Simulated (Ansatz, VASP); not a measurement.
## Rh: VASP beside Ansatz

```
Rh
1.0
     0.00000    1.84209    2.02630
     1.84209    0.00000    2.02630
     1.84209    1.84209    0.00000
Rh
1
Direct
  0.00000 0.00000 0.00000
```

Alike in both runs: task single point; functional LDA; k mesh 24 × 24 × 24; occupations gaussian, width 0.15 eV; no spin polarisation.

|  | VASP | Ansatz |
| --- | --- | --- |
| version | VASP 6.6.1 | Ansatz 0.2.0 |
| potentials or method | VASP PAW LDA potentials, release 64 (Rh_pv), cutoff 520 eV | scalar-relativistic, plane waves, PAW |
| valence electrons in the cell | 15 | 17 |

|  | VASP | Ansatz | Ansatz less VASP |
| --- | --- | --- | --- |
| gap on the k mesh at the Fermi level (eV) | none | none | - |
| pressure (GPa) | -8.8 | -9.6 | -0.79 |
| traceless stress, the component that is largest in VASP (GPa) | -16.07 | -16.10 | -0.029 |

LDA's correlation is that of Perdew and Zunger in VASP and of Perdew and Wang (1992) in Ansatz. A gap of «none» marks a metal or a gap that the smearing closes. VASP's potentials hold 15 valence electrons a cell and Ansatz's 17, so a difference there can come from the potentials and not from the codes.
